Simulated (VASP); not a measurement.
Here is a VASP 6.6.1 calculation.

The input INCAR:

```
SYSTEM = ZnCu
  PREC = Accurate
  ENCUT = 520
  EDIFF = 1E-6
  ISMEAR = 0
  SIGMA = 0.05
  LREAL = .False.
  LASPH = .True.
  NELM = 80
  ALGO = Fast
  ISIF = 2
  LWAVE = .False.
  LCHARG = .True.
  GGA = PE
  LELF = .True.
  LVHAR = .True.
  NBANDS = 18
```

The input KPOINTS:

```
regular mesh
0
Gamma
  14 14 8
  0 0 0
```

The input POSCAR:

```
ZnCu
1.0
    1.4880390000     -2.1212790000      0.0000000000
    1.4880390000      2.1212790000      0.0000000000
    0.0000000000      0.0000000000      4.1407460000
Zn Cu
1 1
Direct
    0.5000000000      0.5000000000      0.5000000000
    0.0203103902      0.0096422699      0.0002785921
```

Potentials or basis: VASP PAW PBE potentials, release 64 (Zn, Cu).

Command:

```sh
$ cat potpaw_PBE.64/Zn/POTCAR potpaw_PBE.64/Cu/POTCAR > POTCAR
$ mpirun -np 1 vasp_std > vasp.out
```

Q: Predict the largest force.

A: 0.133 eV/Å.

Q: Predict the band gap on the k mesh.

A: Zero (an odd number of electrons rules out a gap without spin polarisation).

Q: Estimate the pressure.

A: 0.6 GPa.

Forces in eV/Å, atoms in the order of the input:
```
Zn   0.133  0.005  0.007
Cu  -0.133 -0.005 -0.007
```
